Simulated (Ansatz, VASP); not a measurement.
## Ni: VASP beside Ansatz

INCAR

```
SYSTEM = Ni
ALGO = Normal
EDIFF = 1E-6
ENCUT = 520
GGA = RP
ISIF = 2
ISMEAR = 0
ISPIN = 2
LASPH = .True.
LCHARG = .False.
LMAXMIX = 4
LORBIT = 11
LREAL = .False.
LWAVE = .False.
MAGMOM = 1
NBANDS = 15
NELM = 150
PREC = Accurate
SIGMA = 0.02
```

File KPOINTS:

```
k-points
0
Gamma
  13 13 13
  0 0 0
```

Contents of POSCAR:

```
Ni
1.0
   -1.3837154700      1.3837154700      1.3837154700
    1.3837154700     -1.3837154700      1.3837154700
    1.3837154700      1.3837154700     -1.3837154700
Ni
1
Direct
    0.0000000000      0.0000000000      0.0000000000
```

File input.yaml:

```yaml
crystal:
  lattice:
    - [-1.38371547, 1.38371547, 1.38371547]
    - [1.38371547, -1.38371547, 1.38371547]
    - [1.38371547, 1.38371547, -1.38371547]
  atoms:
    - { symbol: Ni, position: [0.0, 0.0, 0.0], spin: 1.0 }
kpoints:
  mp_grid: { grid: [13, 13, 13] }
scf:
  occupations: { method: gaussian, width: 0.02 }
hamiltonian:
  xc: rpbe
  pseudopotentials: { kind: all_electron, lapw: { basis_error: 0.001 } }
magnetization:
  spin_polarized: true
output:
  forces: true
  stress: true
  eigenvalues: true
```

Alike in both runs: task single point; functional RPBE; k mesh 13 × 13 × 13; occupations gaussian, width 0.02 eV; collinear spin.

|  | VASP | Ansatz |
| --- | --- | --- |
| version | VASP 6.6.1 | Ansatz 0.2.0 |
| potentials or method | VASP PAW PBE potentials, release 64 (Ni), cutoff 520 eV | all-electron LAPW, scalar-relativistic |

Ansatz gave:

```
gap on the k mesh at the Fermi level (eV)                     : none
pressure (GPa)                                                : 13.4
net moment per atom (μB)                                      : 0.59
size of the moment on the site where the two differ most (μB) : 0.62
```

**Question.** Estimate VASP's values.

**Answer.** gap on the k mesh at the Fermi level (eV): none; pressure (GPa): 13.4; net moment per atom (μB): 0.59; size of the moment on the site where the two differ most (μB): 0.60.

VASP's potentials were made for PBE, not for RPBE. Site moments also hang on the region over which each program counts them. A gap of «none» marks a metal or a gap that the smearing closes. Ansatz ran all-electron here, and VASP with PAW potentials.
